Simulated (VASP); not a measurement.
# WSe2: single point with PBE+D3(BJ)

The system is WSe2.

```
W Se
1.0
     3.14807    0.00000    0.00000
    -1.57404    2.72631    0.00000
     0.00000    0.00000    7.60039
W Se
1 2
Direct
  0.00000 0.00000 0.00000
  0.33333 0.66667 0.22866
  0.33333 0.66667 0.77134
```

This cell differs from its parent crystal: c/a of the conventional cell at fixed volume 2.4143.

```yaml
Program: VASP 6.6.1
Task: single point
Functional: PBE
Dispersion: D3(BJ)
Potentials_or_basis: VASP PAW PBE potentials, release 64 (W_sv, Se)
Cutoff: 520 eV
k_mesh: 9 × 9 × 4
Occupations: gaussian, width 0.05 eV
Spin: no spin polarisation
Dipole_correction: no
Further_INCAR_settings: ALGO = Normal; EDIFF = 1e-06; NBANDS = 20
```

```yaml
Pressure: 6.2 GPa
Largest_force: 0.127 eV/Å
Band_gap_on_the_k_mesh: 1.25 eV, indirect (least direct gap 2.03 eV)
Dispersion_energy_per_atom: -0.435 eV
```

Forces on the atoms (eV/Å):
```
W    0.000  0.000  0.000
Se   0.000  0.000  0.127
Se   0.000  0.000 -0.127
```

Stress tensor (GPa, compression positive):
```
 9.70  0.00  0.00
 0.00  9.70  0.00
 0.00  0.00 -0.93
```

Levels at points of the mesh, in eV from the valence-band top:
```
           k point  band 10  band 11  band 12  band 13  band 14  band 15  band 16  band 17
(0.00, 0.00, 0.00)    -1.99    -1.29    -0.73    -0.73     3.42     3.42     3.44     3.44
(0.00, 0.00, 0.50)    -1.98    -0.73    -0.73    -0.67     3.39     3.39     3.48     3.48
```

Wall time 21 s on 1 thread of Intel(R) Xeon(R) 6975P-C (Granite Rapids), with other jobs on the host, peak memory 0.21 GiB.

Caveat: spin-orbit coupling is left out, which moves the levels of the heavy elements. A k mesh can miss the band edges.
